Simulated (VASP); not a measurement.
# MgO: single point with PBEsol

The system is MgO.

```
Mg O
1.0
     3.49477    0.00000    0.00000
    -1.74738    3.02656    0.00000
     0.00000    0.00000    4.05490
Mg O
2 2
Direct
  0.66667 0.33333 0.75000
  0.33333 0.66667 0.25000
  0.66667 0.33333 0.25000
  0.33333 0.66667 0.75000
```

```yaml
Program: VASP 6.6.1
Task: single point
Functional: PBEsol
Potentials_or_basis: VASP PAW PBE potentials, release 64 (Mg, O)
Cutoff: 520 eV
k_mesh: 9 × 9 × 6
Occupations: gaussian, width 0.05 eV
Spin: no spin polarisation
Dipole_correction: no
Further_INCAR_settings: ALGO = Normal; EDIFF = 1e-07; NBANDS = 16
```

- Pressure: 4.9 GPa
- Band gap on the k mesh: 3.47 eV, direct

Stress tensor (GPa, compression positive):
```
 2.30  0.00  0.00
 0.00  2.30  0.00
 0.00  0.00 10.20
```

Levels at points of the mesh, in eV from the valence-band top:
| k point | band 5 | band 6 | band 7 | band 8 | band 9 | band 10 | band 11 | band 12 |
| --- | --- | --- | --- | --- | --- | --- | --- | --- |
| (0.00, 0.00, 0.00) | -1.82 | -0.76 | -0.76 | 0.00 | 3.47 | 9.77 | 12.42 | 12.42 |
| (0.00, 0.00, 0.50) | -1.31 | -1.31 | -1.31 | -1.31 | 6.55 | 6.55 | 12.77 | 12.77 |

Run time: 51 s on 1 thread of Intel Xeon 8259CL, on a shared host, peak memory 0.18 GiB.

Caveat: the PAW data sets were made with another functional, which shifts forces and pressure a little. As with any semilocal functional, this PBEsol gap is likely too small.
